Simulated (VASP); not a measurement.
Write the native input for VASP 6.6.1 that does the following.

```yaml
Task: single point
Functional: r2SCAN
Potentials_or_basis: VASP PAW PBE potentials, release 64 (H, C, S, O)
Cutoff: 520 eV
k_mesh: 4 × 4 × 4
Occupations: gaussian, width 0.02 eV
Spin: no spin polarisation
Dipole_correction: no
Further_INCAR_settings: LREAL = Auto; ALGO = Normal; EDIFF = 1e-06; NBANDS = 49
```

Crystal: H6C2SO2.

```
H C S O
1.0
     3.59617   -3.99126    0.00000
     3.59617    3.99126    0.00000
     0.00000    0.00000    7.33183
H C S O
12 4 2 4
Direct
  0.79699 0.20301 0.56070
  0.20301 0.79699 0.06070
  0.20301 0.79699 0.43930
  0.79699 0.20301 0.93930
  0.76640 0.48301 0.43291
  0.23360 0.51699 0.93291
  0.48301 0.76640 0.56709
  0.51699 0.23360 0.06709
  0.23360 0.51699 0.56709
  0.76640 0.48301 0.06709
  0.51699 0.23360 0.43291
  0.48301 0.76640 0.93291
  0.71867 0.28133 0.43901
  0.28133 0.71867 0.93901
  0.28133 0.71867 0.56099
  0.71867 0.28133 0.06099
  0.85505 0.14495 0.25000
  0.14495 0.85505 0.75000
  0.12258 0.22120 0.25000
  0.87742 0.77880 0.75000
  0.22120 0.12258 0.75000
  0.77880 0.87742 0.25000
```

One way to write it, as run:

POSCAR

```
H6C2SO2
1.0
    3.5961666400     -3.9912551884      0.0000000000
    3.5961666400      3.9912551884      0.0000000000
    0.0000000000      0.0000000000      7.3318278936
H C S O
12 4 2 4
Direct
    0.7969902655      0.2030097345      0.5606954967
    0.2030097345      0.7969902655      0.0606954967
    0.2030097345      0.7969902655      0.4393045033
    0.7969902655      0.2030097345      0.9393045033
    0.7664040802      0.4830115768      0.4329091892
    0.2335959198      0.5169884232      0.9329091892
    0.4830115768      0.7664040802      0.5670908108
    0.5169884232      0.2335959198      0.0670908108
    0.2335959198      0.5169884232      0.5670908108
    0.7664040802      0.4830115768      0.0670908108
    0.5169884232      0.2335959198      0.4329091892
    0.4830115768      0.7664040802      0.9329091892
    0.7186737276      0.2813262724      0.4390143214
    0.2813262724      0.7186737276      0.9390143214
    0.2813262724      0.7186737276      0.5609856786
    0.7186737276      0.2813262724      0.0609856786
    0.8550489571      0.1449510429      0.2500000000
    0.1449510429      0.8550489571      0.7500000000
    0.1225805397      0.2212011562      0.2500000000
    0.8774194603      0.7787988438      0.7500000000
    0.2212011562      0.1225805397      0.7500000000
    0.7787988438      0.8774194603      0.2500000000
```

INCAR.step1

```
PREC = Accurate
ENCUT = 520
ISMEAR = 0
SIGMA = 0.02
LREAL = Auto
LASPH = T
NELM = 60
NBANDS = 49
GGA = PE
ALGO = Normal
EDIFF = 1E-4
LWAVE = T
LCHARG = F
```

INCAR.step2

```
PREC = Accurate
ENCUT = 520
EDIFF = 1E-6
ISMEAR = 0
SIGMA = 0.02
LREAL = Auto
LASPH = T
NELM = 60
ALGO = Normal
ISIF = 2
LWAVE = F
LCHARG = F
METAGGA = R2SCAN
LMIXTAU = T
NBANDS = 49
ISTART = 1
```

KPOINTS

```
regular mesh
0
Gamma
  4 4 4
```

Potentials or basis: VASP PAW PBE potentials, release 64 (H, C, S, O).

The run is started by

```bash
$ cat potpaw_PBE.64/H/POTCAR potpaw_PBE.64/C/POTCAR potpaw_PBE.64/S/POTCAR potpaw_PBE.64/O/POTCAR > POTCAR
$ cp INCAR.step1 INCAR
$ mpirun -np 1 vasp_std > vasp.out
$ cp INCAR.step2 INCAR
$ mpirun -np 1 vasp_std > vasp.out
```

Results of the run:

- Pressure: -0.5 GPa
- Largest force: 0.210 eV/Å
- Band gap on the k mesh: 6.83 eV

Caveat: the PAW data sets were made with another functional, which shifts forces and pressure a little.

It took 11 min on 1 thread of Intel(R) Xeon(R) Platinum 8488C (Sapphire Rapids), on a shared host, peak memory 0.4 GiB.
